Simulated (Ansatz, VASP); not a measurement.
**ZnCu in VASP and in Ansatz**

```
Zn Cu
1.0
     1.47805   -2.10704    0.00000
     1.47805    2.10704    0.00000
     0.00000    0.00000    4.11295
Zn Cu
1 1
Direct
  0.50000 0.50000 0.50000
  0.00000 0.00000 0.00000
```

Alike in both runs: task single point; functional PBE; k mesh 11 × 11 × 7; occupations fermi-dirac, width 0.05 eV; no spin polarisation.

|  | VASP | Ansatz |
| --- | --- | --- |
| version | VASP 6.6.1 | Ansatz 0.2.0 |
| potentials or method | VASP PAW PBE potentials, release 64 (Zn, Cu) | Ansatz PAW |
| plane-wave cutoff (eV) | 520 | 420 |
| valence electrons in the cell | 23 | 31 |

```csv
,VASP,Ansatz,Ansatz less VASP
gap on the k mesh at the Fermi level (eV),none,none,-
pressure (GPa),3.5,2.6,-0.96
"traceless stress, the component that is largest in VASP (GPa)",0.69,0.69,+0.002
```

A gap of «none» marks a metal or a gap that the smearing closes. VASP's potentials hold 23 valence electrons a cell and Ansatz's 31, so a difference there can come from the potentials and not from the codes.
